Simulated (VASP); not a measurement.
# Ir (Fm-3m) in VASP: settings compared

Ir is run at these levels: PBE, HSE06; tasks: single point.

All numbers are computed with VASP 6.6.1; they aren't measurements. Logs are shortened: lines on timing, memory, paths and dates and some standing lists are left out, and cuts for length are marked.

### 1 The cell of the first run

The structure is cubic, space group Fm-3m (No. 225). Conventional cell: a = 3.872 Å, b = 3.872 Å, c = 3.872 Å, α = 90.00°, β = 90.00°, γ = 90.00°. Ir (site symmetry m-3m) has 12 Ir at 2.74 Å within 3.6 Å.

### 2 Single point, PBE

Input file INCAR:

```
SYSTEM = Ir
PREC = Accurate
ENCUT = 520
EDIFF = 1E-7
ISMEAR = -1
SIGMA = 0.1
LREAL = .False.
LASPH = .True.
NELM = 60
ALGO = Normal
ISIF = 2
LWAVE = .False.
LCHARG = .False.
GGA = PE
NBANDS = 10
```

Input file KPOINTS:

```
Automatic mesh
0
Gamma
  7 7 7
  0 0 0
```

Input file POSCAR:

```
Ir
1.0
    0.0000000000      1.9360622003      1.9360622003
    1.9360622003      0.0000000000      1.9360622003
    1.9360622003      1.9360622003      0.0000000000
Ir
1
Direct
    0.0000000000      0.0000000000      0.0000000000
```

Potentials or basis: VASP PAW PBE potentials, release 64 (Ir).

The run is started by

```console
> cat potpaw_PBE.64/Ir/POTCAR > POTCAR
> mpirun -np 1 vasp_std > vasp.out
```

OUTCAR:

```text
SYSTEM = Ir
   PREC = Accurate
   ENCUT = 520
   EDIFF = 1E-7
   ISMEAR = -1
   LREAL = .False.
   LASPH = .True.
   NELM = 60
   ISIF = 2
   GGA = PE

 ion  position               nearest neighbor table
   1  0.000  0.000  0.000-

  LATTYP: Found a face centered cubic cell.
 ALAT       =     3.8721244006

  Lattice vectors:

 A1 = (   0.0000000000,   1.9360622003,   1.9360622003)
 A2 = (   1.9360622003,   0.0000000000,   1.9360622003)
 A3 = (   1.9360622003,   1.9360622003,   0.0000000000)

Analysis of symmetry for initial positions (statically):
=====================================================================
 Subroutine PRICEL returns:
 Original cell was already a primitive cell.

 Routine SETGRP: Setting up the symmetry group for a
 face centered cubic supercell.

 Subroutine GETGRP returns: Found 48 space group operations
 (whereof 48 operations were pure point group operations)
 out of a pool of 48 trial point group operations.

The static configuration has the point symmetry O_h .

Analysis of symmetry for dynamics (positions and initial velocities):
=====================================================================
 Subroutine PRICEL returns:
 Original cell was already a primitive cell.

 Routine SETGRP: Setting up the symmetry group for a
 face centered cubic supercell.

 Subroutine GETGRP returns: Found 48 space group operations
 (whereof 48 operations were pure point group operations)
 out of a pool of 48 trial point group operations.

The dynamic configuration has the point symmetry O_h .

 Subroutine INISYM returns: Found 48 space group operations
 (whereof 48 operations are pure point group operations),
 and found     1 'primitive' translations

----------------------------------------------------------------------------------------

                                     Primitive cell

  volume of cell :      14.5140

  direct lattice vectors                    reciprocal lattice vectors
     0.000000000  1.936062200  1.936062200    -0.258256165  0.258256165  0.258256165
     1.936062200  0.000000000  1.936062200     0.258256165 -0.258256165  0.258256165
     1.936062200  1.936062200  0.000000000     0.258256165  0.258256165 -0.258256165

  length of vectors
     2.738005421  2.738005421  2.738005421     0.447312800  0.447312800  0.447312800

  position of ions in fractional coordinates (direct lattice)
     0.000000000  0.000000000  0.000000000

  ion indices of the primitive-cell ions
   primitive index   ion index
                 1           1

----------------------------------------------------------------------------------------

 KPOINTS: Automatic mesh

Automatic generation of k-mesh.
 Grid dimensions read from file:
 generate k-points for:    7    7    7

 Generating k-lattice:

  Cartesian coordinates                     Fractional coordinates (reciprocal lattice)
    -0.036893738  0.036893738  0.036893738     0.142857143  0.000000000  0.000000000
     0.036893738 -0.036893738  0.036893738     0.000000000  0.142857143  0.000000000
     0.036893738  0.036893738 -0.036893738     0.000000000  0.000000000  0.142857143

  Length of vectors
     0.063901829  0.063901829  0.063901829

  Shift w.r.t. Gamma in fractional coordinates (k-lattice)
     0.000000000  0.000000000  0.000000000

 Subroutine IBZKPT returns following result:
 ===========================================

 Found     20 irreducible k-points:

 Following reciprocal coordinates:
            Coordinates               Weight
  0.000000  0.000000  0.000000      1.000000
  0.142857  0.000000  0.000000      8.000000
  0.285714  0.000000  0.000000      8.000000
  0.428571  0.000000  0.000000      8.000000
  0.142857  0.142857  0.000000      6.000000
  0.285714  0.142857  0.000000     24.000000
[... 12 lines left out ...]
 -0.428571  0.428571  0.142857     24.000000
 -0.285714  0.428571  0.142857     24.000000
   k-points           NKPTS =     20   k-points in BZ     NKDIM =     20   number of bands    NBANDS=     10
   number of dos      NEDOS =    301   number of ions     NIONS =      1
   total plane-waves  NPLWV =   8000
   dimension x,y,z NGX =    20 NGY =   20 NGZ =   20
   dimension x,y,z NGXF=    40 NGYF=   40 NGZF=   40
   ions per type =               1
   NGX,Y,Z   is equivalent  to a cutoff of  12.14, 12.14, 12.14 a.u.
   NGXF,Y,Z  is equivalent  to a cutoff of  24.29, 24.29, 24.29 a.u.
 SYSTEM =  Ir
   PREC   = accura    normal or accurate (medium, high low for compatibility)
   ISTART =      0    job   : 0-new  1-cont  2-samecut
   ICHARG =      2    charge: 1-file 2-atom 10-const
   ISPIN  =      1    spin polarized calculation?
   LNONCOLLINEAR =      F non collinear calculations
   LSORBIT =      F    spin-orbit coupling
   LASPH  =      T    aspherical Exc in radial PAW
   ENCUT  =  520.0 eV  38.22 Ry    6.18 a.u.   5.09  5.09  5.09*2*pi/ulx,y,z
   NELM   =     60;   NELMIN=  2; NELMDL= -5     # of ELM steps
   EDIFF  = 0.1E-06   stopping-criterion for ELM
   LREAL  =      F    real-space projection
   EDIFFG = 0.1E-05   stopping-criterion for IOM
   NSW    =      0    number of steps for IOM
   IBRION =     -1    ionic relax: 0-MD 1-quasi-New 2-CG
   NFREE  =      0    steps in history (QN), initial steepest desc. (CG)
   ISIF   =      2    stress and relaxation
   ISYM   =      2    0-nonsym 1-usesym 2-fastsym
   POTIM  = 0.5000    time-step for ionic-motion
   TEBEG  =    0.0;   TEEND  =   0.0 temperature during run
   PSTRESS=    0.0 pullay stress
   NELECT =       9.0000    total number of electrons
   NUPDOWN=      -1.0000    fix difference up-down
   EMIN   =  10.00;   EMAX   =-10.00  energy-range for DOS
   EFERMI =   0.00;   METHOD = LEGACY
   ISMEAR =    -1;   SIGMA  =   0.10  broadening in eV -4-tet -1-fermi 0-gaus
   EFERMI_NEDOS =   21; number of points for ismear=-14 and -15
   IALGO  =     38    algorithm
   IMIX   =      4    mixing-type and parameters
     AMIX     =   0.40;   BMIX     =  1.00
     AMIX_MAG =   1.60;   BMIX_MAG =  1.00
  volume/ion in A,a.u.               =      14.51        97.95
  Fermi-wavevector in a.u.,A,eV,Ry     =   1.396024  2.638104 26.516181  1.948884
  Thomas-Fermi vector in A             =   2.519419
   LORBIT       =      0    0 simple, 1 ext, 2 COOP (PROOUT), +10 PAW based schemes
   GGA     = PE    functional components
   LHFCALC =     F    Hartree Fock is set to
   AEXX    =    0.0000 exact exchange contribution
   IVDW    =     0    specifies the selected vdW correction
   LEPSILON=     F    determine dielectric tensor
   LRPA    =     F    only Hartree local field effects (RPA)
 non-spin polarized calculation
  energy-cutoff  :      520.00
  volume of cell :       14.51
 maximum number of plane-waves:       399
   NGX = 11   NGY = 11   NGZ = 11

 number of electron       9.0000000 magnetization

 Free energy of the ion-electron system (eV)
  ---------------------------------------------------
  ext. energy  EPLUGINS =         0.00000000
  ---------------------------------------------------
  free energy    TOTEN  =        -8.93356573 eV

  energy without entropy =       -8.91399507  energy(sigma->0) =       -8.92378040

 E-fermi :  10.0486     XC(G=0): -13.8326

 val. band max:        9.9669316649   @ k =   0.2857   0.2857   0.0000
 cond. band min:      10.1035210858   @ k =  -0.4286   0.4286   0.0000
 fundamental gap:      0.1365894209
 Fermi energy:        10.0486309057

 k-point     1 :       0.0000    0.0000    0.0000
  band No.  band energies     occupation
      1      -0.8796      2.00000
      2       6.2368      2.00000
      3       6.2368      2.00000
      4       6.2368      2.00000
      5       8.8263      1.99999
      6       8.8263      1.99999
      7      24.3310      0.00000
      8      29.7780      0.00000
      9      29.7780      0.00000
     10      29.7780      0.00000

 k-point     2 :       0.1429    0.0000    0.0000
  band No.  band energies     occupation
      1      -0.0368      2.00000
      2       5.8607      2.00000
      3       6.5491      2.00000
      4       6.5491      2.00000
      5       8.6770      2.00000
      6       8.6770      2.00000
      7      25.6520      0.00000
      8      26.7108      0.00000
      9      31.1538      0.00000
     10      31.1538      0.00000

 k-point     3 :       0.2857    0.0000    0.0000
  band No.  band energies     occupation
      1       1.6589      2.00000
      2       5.9676      2.00000
      3       6.5923      2.00000
      4       6.5923      2.00000
      5       9.2973      1.99891
      6       9.2973      1.99891
      7      22.5783      0.00000
      8      26.2083      0.00000
      9      33.4248      0.00000
     10      33.4249      0.00000

 k-point     4 :       0.4286    0.0000    0.0000
  band No.  band energies     occupation
      1       2.1376      2.00000
      2       6.2076      2.00000
      3       6.2076      2.00000
      4       8.4805      2.00000
      5      10.5940      0.00852
      6      10.5940      0.00852
      7      18.0330      0.00000
      8      24.1560      0.00000
      9      30.0817      0.00000
     10      30.0817      0.00000
[... 170 lines left out ...]
 k-point    18 :      -0.4286    0.2857    0.1429
  band No.  band energies     occupation
      1       3.8829      2.00000
      2       4.8389      2.00000
      3       5.7865      2.00000
      4       7.9885      2.00000
      5      10.2947      0.15726
      6      14.1958      0.00000
      7      18.3293      0.00000
      8      24.2242      0.00000
      9      25.8892      0.00000
     10      30.6712      0.00000

 k-point    19 :      -0.4286    0.4286    0.1429
  band No.  band energies     occupation
      1       3.3283      2.00000
      2       3.7943      2.00000
      3       7.0329      2.00000
      4       9.5065      1.99120
      5      10.9223      0.00032
      6      14.5718      0.00000
      7      19.5405      0.00000
      8      21.5108      0.00000
      9      23.7363      0.00000
     10      33.5314      0.00000

 k-point    20 :      -0.2857    0.4286    0.1429
  band No.  band energies     occupation
      1       3.9304      2.00000
      2       4.6748      2.00000
      3       5.9392      2.00000
      4       8.4512      2.00000
      5      10.9184      0.00033
      6      16.4543      0.00000
      7      18.6583      0.00000
      8      20.3399      0.00000
      9      24.1548      0.00000
     10      32.7744      0.00000

------------------------ aborting loop because EDIFF is reached ----------------------------------------

  FORCE on cell =-STRESS in cart. coord.  units (eV):
  Direction    XX          YY          ZZ          XY          YZ          ZX
  --------------------------------------------------------------------------------------
  -------------------------------------------------------------------------------------
  Total       -0.0770460     -0.0770460     -0.0770460      0.0000000      0.0000000      0.0000000
  in kB       -8.5049677     -8.5049677     -8.5049677      0.0000000      0.0000000      0.0000000
  external PRESSURE =      -8.5049677 kB  Pullay stress =       0.0000000 kB

 VOLUME and BASIS-vectors are now :
 -----------------------------------------------------------------------------
  energy-cutoff  :      520.00
  volume of cell :       14.51
      direct lattice vectors                 reciprocal lattice vectors
     0.000000000  1.936062200  1.936062200    -0.258256165  0.258256165  0.258256165
     1.936062200  0.000000000  1.936062200     0.258256165 -0.258256165  0.258256165
     1.936062200  1.936062200  0.000000000     0.258256165  0.258256165 -0.258256165

 POSITION                                       TOTAL-FORCE (eV/Angst)
 -----------------------------------------------------------------------------------
      0.00000      0.00000      0.00000         0.000000      0.000000     -0.000000
 -----------------------------------------------------------------------------------
    total drift:                                0.000000      0.000000     -0.000000

  FREE ENERGIE OF THE ION-ELECTRON SYSTEM (eV)
  ---------------------------------------------------
  free  energy   TOTEN  =        -8.9335657253 eV

  energy  without entropy=       -8.9139950705  energy(sigma->0) =       -8.92378040
```

Run time: 7.9 s. Hardware: 1 thread of Intel Xeon 8259CL, shared host; peak memory 0.12 GiB.

What came out:

| Property | Result |
| --- | --- |
| Free energy | -8.9336 eV |
| Pressure | -0.9 GPa |
| Band gap on the k mesh | zero (an odd number of electrons rules out a gap without spin polarisation) |

Levels at points of the mesh, in eV from the Fermi level:
```csv
k point,band 1,band 2,band 3,band 4,band 5,band 6,band 7,band 8,band 9
"(0.00, 0.00, 0.00)",-10.93,-3.81,-3.81,-3.81,-1.22,-1.22,14.28,19.73,19.73
```

Caveat: the k points lie up to 0.40 Å⁻¹ apart, too coarse for converged energies and pressures of a metal; spin-orbit coupling is left out, which moves the levels of the heavy elements.

### 3 Single point, HSE06

POSCAR is that of step 2.

Input file INCAR.step1:

```
SYSTEM = Ir
PREC = Accurate
ENCUT = 520
EDIFF = 1E-5
ISMEAR = -1
SIGMA = 0.1
LREAL = .False.
LASPH = .True.
NELM = 100
ALGO = Normal
ISIF = 2
LWAVE = .True.
LCHARG = .False.
NBANDS = 10
GGA = PE
```

Input file INCAR.step2:

```
SYSTEM = Ir
PREC = Accurate
ENCUT = 520
EDIFF = 1E-6
ISMEAR = -1
SIGMA = 0.1
LREAL = .False.
LASPH = .True.
NELM = 100
ALGO = Normal
ISIF = 2
LWAVE = .False.
LCHARG = .False.
GGA = PE
LHFCALC = .True.
HFSCREEN = 0.2079
PRECFOCK = Normal
NBANDS = 10
ISTART = 1
```

Input file KPOINTS:

```
regular mesh
0
Gamma
  7 7 7
  0 0 0
```

Potentials or basis: VASP PAW PBE potentials, release 64 (Ir).

The run is started by

```console
> cat potpaw_PBE.64/Ir/POTCAR > POTCAR
> cp INCAR.step1 INCAR
> mpirun -np 1 vasp_std > vasp.out
> cp INCAR.step2 INCAR
> mpirun -np 1 vasp_std > vasp.out
```

OUTCAR:

```text
SYSTEM = Ir
   PREC = Accurate
   ENCUT = 520
   EDIFF = 1E-6
   ISMEAR = -1
   LREAL = .False.
   LASPH = .True.
   NELM = 100
   ISIF = 2
   GGA = PE
   LHFCALC = .True.
   HFSCREEN = 0.2079
   PRECFOCK = Normal
   ISTART = 1

 ion  position               nearest neighbor table
   1  0.000  0.000  0.000-

  LATTYP: Found a face centered cubic cell.
 ALAT       =     3.8721244006

[... 441 lines left out ...]
      6      17.0380      0.00000
      7      19.2452      0.00000
      8      21.0421      0.00000
      9      24.9428      0.00000
     10      33.9257      0.00000

------------------------ aborting loop because EDIFF is reached ----------------------------------------

  FORCE on cell =-STRESS in cart. coord.  units (eV):
  Direction    XX          YY          ZZ          XY          YZ          ZX
  --------------------------------------------------------------------------------------
  -------------------------------------------------------------------------------------
  Total       -1.1430406     -1.1430406     -1.1430406      0.0000000      0.0000000      0.0000000
  in kB     -126.1782036   -126.1782036   -126.1782036      0.0000000      0.0000000      0.0000000
  external PRESSURE =    -126.1782036 kB  Pullay stress =       0.0000000 kB

 VOLUME and BASIS-vectors are now :
 -----------------------------------------------------------------------------
  energy-cutoff  :      520.00
  volume of cell :       14.51
      direct lattice vectors                 reciprocal lattice vectors
     0.000000000  1.936062200  1.936062200    -0.258256165  0.258256165  0.258256165
     1.936062200  0.000000000  1.936062200     0.258256165 -0.258256165  0.258256165
     1.936062200  1.936062200  0.000000000     0.258256165  0.258256165 -0.258256165

 POSITION                                       TOTAL-FORCE (eV/Angst)
 -----------------------------------------------------------------------------------
      0.00000      0.00000      0.00000        -0.000000     -0.000000      0.000000
 -----------------------------------------------------------------------------------
    total drift:                                0.000000     -0.000001      0.000001

  FREE ENERGIE OF THE ION-ELECTRON SYSTEM (eV)
  ---------------------------------------------------
  free  energy   TOTEN  =       -10.2853339935 eV

  energy  without entropy=      -10.2768878505  energy(sigma->0) =      -10.28111092
```

Wall time 27 min (1 thread of Intel Xeon 8259CL, shared host); peak memory 0.24 GiB.

Results:

| Quantity | Value |
| --- | --- |
| Free energy | -10.2853 eV |
| Pressure | -12.6 GPa |
| Band gap on the k mesh | zero (an odd number of electrons rules out a gap without spin polarisation) |

Caveat: the k points lie up to 0.40 Å⁻¹ apart, too coarse for converged energies and pressures of a metal; the PAW data sets were made with another functional, which shifts forces and pressure a little; spin-orbit coupling is left out, which moves the levels of the heavy elements.
